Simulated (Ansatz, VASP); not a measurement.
This is a calculation of HfC for Ansatz 0.2.0.

The input input.yaml:

```yaml
crystal:
  lattice:
    - [0.0, 2.2935772291, 2.2935772291]
    - [2.2935772291, 0.0, 2.2935772291]
    - [2.2935772291, 2.2935772291, 0.0]
  atoms:
    - { symbol: Hf, position: [0.5, 0.5, 0.5], spin: 1.0 }
    - { symbol: C, position: [0.0, 0.0, 0.0] }
kpoints:
  mp_grid: { grid: [10, 10, 10] }
scf:
  occupations: { method: gaussian, width: 0.1 }
hamiltonian:
  xc: pbe
  pseudopotentials:
    kind: all_electron
    lapw: { basis_error: 0.001 }
    dirac_shells: { Hf: ["4p", "4d"] }
magnetization:
  spin_polarized: true
  initial_magnetization: 1.0
  spin_locking: { lock_magnetization: hard }
output:
  forces: true
  stress: true
  eigenvalues: true
```

Potentials or basis: all-electron LAPW, inner shells corrected to Dirac's equation.

Command:

```sh
$ ansatz run input.yaml --threads 1 --pin off --max-ram 2560MiB --backend cpu --events-out ev --progress --plain --runs-dir out
```

Set up the same calculation for VASP 6.6.1. Potentials there: VASP PAW PBE potentials, release 64 (Hf_pv, C).

As run (the cutoff follows the program's own potentials):

INCAR

```
ALGO     = Normal         # electronic algorithm
EDIFF    = 1E-6           # SCF threshold, eV
ENCUT    = 520            # plane-wave cutoff, eV
GGA      = PE             # functional
ISIF     = 2              # what is computed and relaxed
ISMEAR   = 0              # smearing method
ISPIN    = 2              # spin polarisation
LASPH    = True           # aspherical terms in the spheres
LCHARG   = False          # write CHGCAR
LMAXMIX  = 4              # l up to which the mixer works
LORBIT   = 11             # projections on sites
LREAL    = False          # projectors in reciprocal space
LWAVE    = False          # write WAVECAR
MAGMOM   = 1 0            # initial moments
NBANDS   = 18             # bands
NELM     = 150            # most SCF steps
NUPDOWN  = 1.0            # fixed moment
PREC     = Accurate       # precision mode
SIGMA    = 0.1            # smearing width, eV
```

KPOINTS

```
k-points
0
Gamma
  10 10 10
```

The input POSCAR:

```
HfC
1.0
    0.0000000000      2.2935772291      2.2935772291
    2.2935772291      0.0000000000      2.2935772291
    2.2935772291      2.2935772291      0.0000000000
Hf C
1 1
Direct
    0.5000000000      0.5000000000      0.5000000000
    0.0000000000      0.0000000000      0.0000000000
```

Potentials or basis: VASP PAW PBE potentials, release 64 (Hf_pv, C).

Run with:

```console
$ cat potpaw_PBE.64/Hf_pv/POTCAR potpaw_PBE.64/C/POTCAR > POTCAR
$ mpirun -np 1 vasp_std > vasp.out
```

Both were run:

|  | VASP | Ansatz | Ansatz less VASP |
| --- | --- | --- | --- |
| pressure (GPa) | 14.7 | 15.2 | +0.56 |
| size of the moment on the site where the two differ most (μB) | 0.28 | 0.37 | +0.087 |

Site moments also hang on the region over which each program counts them. Ansatz ran all-electron here, and VASP with PAW potentials.

Neither program's run includes spin-orbit coupling.
